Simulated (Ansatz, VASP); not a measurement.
C: VASP beside Ansatz

File INCAR:

```
SYSTEM = C
  PREC = Accurate
  ENCUT = 520
  EDIFF = 1E-6
  ISMEAR = 0
  SIGMA = 0.15
  LREAL = .FALSE.
  LASPH = .TRUE.
  NELM = 100
  ALGO = Normal
  ISIF = 2
  LWAVE = .FALSE.
  LCHARG = .TRUE.
  GGA = PE
  LELF = .TRUE.
  LVHAR = .TRUE.
  NBANDS = 16
```

The input KPOINTS:

```
Automatic mesh
0
G
  21 21 6
  0 0 0
```

File POSCAR:

```
C
1.0
    1.2114747728     -2.1551794162      0.0000000000
    1.2114747728      2.1551794162      0.0000000000
    0.0000000000      0.0000000000      8.7850193638
C
4
Direct
    0.0833329406      0.9166670594      0.7503043452
    0.5833329406      0.4166670594      0.2496956548
    0.9166670594      0.0833329406      0.2496956548
    0.4166670594      0.5833329406      0.7503043452
```

Input for Ansatz:

```yaml
crystal:
  lattice:
    - [1.2114747728, -2.1551794162, 0.0]
    - [1.2114747728, 2.1551794162, 0.0]
    - [0.0, 0.0, 8.7850193638]
  atoms:
    - { symbol: C, position: [0.0833329406, 0.9166670594, 0.7503043452] }
    - { symbol: C, position: [0.5833329406, 0.4166670594, 0.2496956548] }
    - { symbol: C, position: [0.9166670594, 0.0833329406, 0.2496956548] }
    - { symbol: C, position: [0.4166670594, 0.5833329406, 0.7503043452] }
basis:
  ecutwfc: 520.0
kpoints:
  mp_grid: { grid: [21, 21, 6] }
hamiltonian:
  xc: pbe
  pseudopotentials: { kind: paw, azcp: { folder: soft_1 } }
scf:
  occupations: { method: gaussian, width: 0.15 }
output:
  forces: true
  stress: true
  eigenvalues: true
```

Change from the starting cell: volume 11.469 Å^3 an atom, stretch along a over the lengths across it, relative to the relaxed cell 0.9736.

Alike in both runs: task single point; functional PBE; k mesh 21 × 21 × 6; occupations gaussian, width 0.15 eV; no spin polarisation.

```csv
,VASP,Ansatz
version,VASP 6.6.1,Ansatz 0.2.0
potentials or method,"VASP PAW PBE potentials, release 64 (C), cutoff 520 eV","scalar-relativistic, plane waves, PAW"
valence electrons in the cell,16,16
```

|  | VASP | Ansatz | Ansatz less VASP |
| --- | --- | --- | --- |
| gap on the k mesh at the Fermi level (eV) | 0.21 | 0.21 | -0.001 |
| least direct gap on the mesh (eV) | 0.21 | 0.21 | -0.001 |
| pressure (GPa) | 3.3 | 3.0 | -0.35 |
| traceless stress, the component that is largest in VASP (GPa) | 11.00 | 10.77 | -0.229 |
| rms of the force components (eV/Å) | 0.167 | 0.165 | -0.0028 |

Atom by atom the forces differ by 0.003 eV/Å (rms over components). With one functional, cell and mesh, what is left measures potentials, basis and numerics.
